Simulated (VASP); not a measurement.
# AlFe (Pm-3m) in VASP: notebook

The runs below take AlFe through single point, relaxation of volume and atoms at fixed shape, with LDA.

All numbers are computed with VASP 6.6.1; they aren't measurements. Logs are shortened: lines on timing, memory, paths and dates and some standing lists are left out, and cuts for length are marked.

### 1 The cell of the first run

Symmetry: Pm-3m, No. 221, cubic system. Conventional cell: a = 2.818 Å, b = 2.818 Å, c = 2.818 Å, α = 90.00°, β = 90.00°, γ = 90.00°. Within 3.2 Å of Al (site symmetry m-3m) lie 8 Fe at 2.44 Å and 6 Al at 2.82 Å. Within 3.2 Å of Fe (site symmetry m-3m) lie 8 Al at 2.44 Å and 6 Fe at 2.82 Å.

### 2 Single point, LDA, collinear spin, ferromagnetic start

Input file INCAR:

```
ALGO = Normal
EDIFF = 1E-6
ENCUT = 520
GGA = CA
ISIF = 2
ISMEAR = -1
ISPIN = 2
LASPH = True
LCHARG = False
LMAXMIX = 4
LORBIT = 11
LREAL = False
LWAVE = False
MAGMOM = 0 3.5
NBANDS = 16
NELM = 150
PREC = Accurate
SIGMA = 0.05
```

Input file KPOINTS:

```
k-points
0
Gamma
  8 8 8
```

Input file POSCAR:

```
AlFe
1.0
    2.8175077556      0.0000000000      0.0000000000
    0.0000000000      2.8175077556      0.0000000000
    0.0000000000      0.0000000000      2.8175077556
Al Fe
1 1
Direct
    0.0000000000      0.0000000000      0.0000000000
    0.5000000000      0.5000000000      0.5000000000
```

Potentials or basis: VASP PAW LDA potentials, release 64 (Al, Fe).

Started as:

```sh
> cat potpaw_LDA.64/Al/POTCAR potpaw_LDA.64/Fe/POTCAR > POTCAR
> mpirun -np 1 vasp_std > vasp.out
```

OUTCAR:

```text
EDIFF = 1E-6
   ENCUT = 520
   GGA = CA
   ISIF = 2
   ISMEAR = -1
   ISPIN = 2
   LASPH = True
   LORBIT = 11
   LREAL = False
   NELM = 150
   PREC = Accurate

 ion  position               nearest neighbor table
   1  0.000  0.000  0.000-   2 2.44   2 2.44   2 2.44   2 2.44   2 2.44   2 2.44   2 2.44   2 2.44

   2  0.500  0.500  0.500-   1 2.44   1 2.44   1 2.44   1 2.44   1 2.44   1 2.44   1 2.44   1 2.44

  LATTYP: Found a simple cubic cell.
 ALAT       =     2.8175077556

  Lattice vectors:

 A1 = (   2.8175077556,   0.0000000000,   0.0000000000)
 A2 = (   0.0000000000,   2.8175077556,   0.0000000000)
 A3 = (   0.0000000000,   0.0000000000,   2.8175077556)

Analysis of symmetry for initial positions (statically):
=====================================================================
 Subroutine PRICEL returns:
 Original cell was already a primitive cell.

 Routine SETGRP: Setting up the symmetry group for a
 simple cubic supercell.

 Subroutine GETGRP returns: Found 48 space group operations
 (whereof 48 operations were pure point group operations)
 out of a pool of 48 trial point group operations.

The static configuration has the point symmetry O_h .

Analysis of symmetry for dynamics (positions and initial velocities):
=====================================================================
 Subroutine PRICEL returns:
 Original cell was already a primitive cell.

 Routine SETGRP: Setting up the symmetry group for a
 simple cubic supercell.

 Subroutine GETGRP returns: Found 48 space group operations
 (whereof 48 operations were pure point group operations)
 out of a pool of 48 trial point group operations.

The dynamic configuration has the point symmetry O_h .

Analysis of structural, dynamic, and magnetic symmetry:
=====================================================================
 Subroutine PRICEL returns:
 Original cell was already a primitive cell.

 Routine SETGRP: Setting up the symmetry group for a
 simple cubic supercell.

 Subroutine GETGRP returns: Found 48 space group operations
 (whereof 48 operations were pure point group operations)
 out of a pool of 48 trial point group operations.

The overall configuration has the point symmetry O_h .

 Subroutine INISYM returns: Found 48 space group operations
 (whereof 48 operations are pure point group operations),
 and found     1 'primitive' translations

----------------------------------------------------------------------------------------

[... 111 lines left out ...]
     AMIX     =   0.40;   BMIX     =  1.00
     AMIX_MAG =   1.60;   BMIX_MAG =  1.00
  volume/ion in A,a.u.               =      11.18        75.47
  Fermi-wavevector in a.u.,A,eV,Ry     =   1.292232  2.441965 22.719885  1.669864
  Thomas-Fermi vector in A             =   2.423953
   LORBIT       =     11    0 simple, 1 ext, 2 COOP (PROOUT), +10 PAW based schemes
   GGA     = CA    functional components
   LHFCALC =     F    Hartree Fock is set to
   AEXX    =    0.0000 exact exchange contribution
   IVDW    =     0    specifies the selected vdW correction
   LEPSILON=     F    determine dielectric tensor
   LRPA    =     F    only Hartree local field effects (RPA)
 spin polarized calculation
  energy-cutoff  :      520.00
  volume of cell :       22.37
 maximum number of plane-waves:       624
 NGX is ok and might be reduce to    24
   NGX = 11   NGY = 11   NGZ = 11

 number of electron      11.0000007 magnetization       0.7120977

 Free energy of the ion-electron system (eV)
  ---------------------------------------------------
  ext. energy  EPLUGINS =         0.00000000
  ---------------------------------------------------
  free energy    TOTEN  =       -14.32218773 eV

  energy without entropy =      -14.30309711  energy(sigma->0) =      -14.31264242

 E-fermi :   8.4170     XC(G=0): -12.6625

 val. band max:        8.4159467056   @ k =   0.1250   0.1250   0.0000
 cond. band min:       8.4248498776   @ k =   0.2500   0.2500   0.0000
 fundamental gap:      0.0089031720
 Fermi energy:         8.4169543824

 spin component 1

 k-point     1 :       0.0000    0.0000    0.0000
  band No.  band energies     occupation
      1      -2.2699      1.00000
      2       5.6800      1.00000
      3       5.6800      1.00000
      4       8.1814      0.99109
      5       8.1814      0.99109
      6       8.1814      0.99109
[... 435 lines left out ...]
      5       7.7076      1.00000
      6       7.9764      0.99985
[... 8 lines left out ...]
     15      29.5875      0.00000
     16      30.7673      0.00000

 [... further k-points ...]

 spin component 2

 k-point     1 :       0.0000    0.0000    0.0000
  band No.  band energies     occupation
      1      -2.2090      1.00000
      2       6.0855      1.00000
      3       6.0855      1.00000
      4       8.8575      0.00015
      5       8.8575      0.00015
      6       8.8575      0.00015
[... 435 lines left out ...]
      5       8.2559      0.96164
      6       8.4531      0.32696
[... 8 lines left out ...]
     15      29.7266      0.00000
     16      30.8203      0.00000

 [... further k-points ...]
[... 5 lines left out ...]
  --------------------------------------------------------------------------------------
  -------------------------------------------------------------------------------------
  Total        0.0582896      0.0582896      0.0582896     -0.0000000      0.0000000     -0.0000000
  in kB        4.1754759      4.1754759      4.1754759     -0.0000000      0.0000000     -0.0000000
  external PRESSURE =       4.1754759 kB  Pullay stress =       0.0000000 kB

 VOLUME and BASIS-vectors are now :
 -----------------------------------------------------------------------------
  energy-cutoff  :      520.00
  volume of cell :       22.37
      direct lattice vectors                 reciprocal lattice vectors
     2.817507756  0.000000000  0.000000000     0.354923602  0.000000000  0.000000000
     0.000000000  2.817507756  0.000000000     0.000000000  0.354923602  0.000000000
     0.000000000  0.000000000  2.817507756     0.000000000  0.000000000  0.354923602

 POSITION                                       TOTAL-FORCE (eV/Angst)
 -----------------------------------------------------------------------------------
      0.00000      0.00000      0.00000         0.000000      0.000000      0.000000
      1.40875      1.40875      1.40875         0.000000      0.000000      0.000000
 -----------------------------------------------------------------------------------
    total drift:                                0.000000     -0.000000     -0.000000

  FREE ENERGIE OF THE ION-ELECTRON SYSTEM (eV)
  ---------------------------------------------------
  free  energy   TOTEN  =       -14.3221877343 eV

  energy  without entropy=      -14.3030971086  energy(sigma->0) =      -14.31264242

 total charge

# of ion       s       p       d       tot
------------------------------------------
    1        0.414   0.470   0.000   0.884
    2        0.457   0.545   6.571   7.573
--------------------------------------------------
tot          0.870   1.015   6.571   8.457

 magnetization (x)

# of ion       s       p       d       tot
------------------------------------------
    1       -0.006  -0.012   0.000  -0.018
    2        0.001   0.012   0.709   0.722
--------------------------------------------------
tot         -0.005  -0.000   0.709   0.704
```

Wall time 37 s (1 thread of Intel Xeon 8259CL, shared host); peak memory 0.15 GiB.

What came out:

* Free energy: -14.3222 eV
* Pressure: 0.4 GPa
* Net moment: 0.71 μB per cell
* Site moments: Al -0.02; Fe +0.72 μB
* Valence electrons inside the program's atomic spheres: Al 0.88; Fe 7.57

### 3 Relaxation of volume and atoms at fixed shape, LDA, collinear spin, ferromagnetic start

This run uses another cell than the first one, of 14.19 Å³/atom.

Input file INCAR:

```
SYSTEM = AlFe
ALGO = Normal ; EDIFF = 1E-7
EDIFFG = -0.02 ; ENCUT = 600
IBRION = 2 ; ISIF = 8
ISMEAR = -1 ; ISPIN = 2
LASPH = .TRUE. ; LCHARG = .FALSE.
LMAXMIX = 4 ; LORBIT = 11
LREAL = .FALSE. ; LWAVE = .FALSE.
MAGMOM = 0 3.5 ; NELM = 150
NSW = 80 ; PREC = Accurate
SIGMA = 0.05
```

Input file KPOINTS:

```
k-points
0
G
  8 8 8
  0 0 0
```

Input file POSCAR:

```
AlFe
1.0
    3.0500000000      0.0000000000      0.0000000000
    0.0000000000      3.0500000000      0.0000000000
    0.0000000000      0.0000000000      3.0500000000
Al Fe
1 1
Direct
    0.0000000000      0.0000000000      0.0000000000
    0.5000000000      0.5000000000      0.5000000000
```

Potentials or basis: VASP PAW LDA potentials, release 64 (Al, Fe).

Started as:

```sh
> cat potpaw_LDA.64/Al/POTCAR potpaw_LDA.64/Fe/POTCAR > POTCAR
> mpirun -np 1 vasp_std > vasp.out
```

Wall time 2.5 min (1 thread of Intel Xeon 8259CL, shared host); peak memory 0.16 GiB.

Results (log left out):

```yaml
Free_energy: -14.3030 eV
Relaxed_volume: 11.15 Å³/atom
Relaxed_cell: a = 2.815 Å, b = 2.815 Å, c = 2.815 Å, α = 90.00°, β = 90.00°, γ = 90.00°
Space_group_after_relaxing_to_0.1_Å: Pm-3m (No. 221)
Energy_gained_by_relaxing: 323.1 meV/atom
Ionic_steps: 7
Pressure_after_relaxing: 0.0 GPa
Net_moment: 0.00 μB per cell
Valence_electrons_inside_the_program's_atomic_spheres: Al 0.89; Fe 7.58
```

The path:
| step | energy change (eV) | largest force (eV/Å) | pressure (GPa) | volume (Å³) |
| --- | --- | --- | --- | --- |
| 1 | 0.0000 | 0.0000 | -29.01 | 28.37 |
| 2 | -0.2499 | 0.0000 | 45.11 | 19.08 |
| 3 | -0.6449 | 0.0000 | -1.93 | 22.53 |
| 4 | -0.6462 | 0.0000 | -0.46 | 22.35 |
| 5 | -0.6462 | 0.0000 | 0.57 | 22.24 |
| 6 | -0.6462 | 0.0000 | -0.53 | 22.36 |
| 7 | -0.6463 | 0.0000 | -0.02 | 22.30 |

Final structure:
```
CELL_PARAMETERS angstrom
2.81485 0.00000 0.00000
0.00000 2.81485 0.00000
0.00000 0.00000 2.81485
ATOMIC_POSITIONS crystal
Al 0.00000 0.00000 0.00000
Fe 0.50000 0.50000 0.50000
```

Levels at points of the mesh, in eV from the Fermi level:
Spin up:
| k point | band 2 | band 3 | band 4 | band 5 | band 6 | band 7 | band 8 | band 9 | band 10 | band 11 |
| --- | --- | --- | --- | --- | --- | --- | --- | --- | --- | --- |
| (0.00, 0.00, 0.00) | -2.44 | -2.44 | 0.20 | 0.20 | 0.20 | 6.88 | 6.88 | 6.88 | 9.91 | 9.91 |
| (0.50, 0.00, 0.00) | -6.05 | -1.73 | -0.88 | -0.88 | 0.34 | 1.38 | 9.02 | 11.64 | 11.64 | 12.85 |
| (0.50, 0.50, 0.00) | -2.44 | -1.96 | -1.96 | -0.63 | -0.63 | 0.89 | 3.83 | 4.93 | 13.59 | 16.89 |
| (0.50, 0.50, 0.50) | -3.49 | -3.49 | 0.94 | 0.94 | 3.28 | 3.28 | 3.28 | 6.75 | 6.75 | 6.75 |
Spin down:
```csv
k point,band 4,band 5,band 6,band 7,band 8,band 9
"(0.00, 0.00, 0.00)",0.20,0.20,0.20,6.88,6.88,6.88
"(0.50, 0.00, 0.00)",-0.88,-0.88,0.34,1.38,9.02,11.64
"(0.50, 0.50, 0.00)",-1.96,-0.63,-0.63,0.89,3.83,4.94
"(0.50, 0.50, 0.50)",0.94,0.94,3.28,3.28,3.28,6.75
```

Caveat: the volume moved by over 15 % at a fixed basis, so the end points are rough.
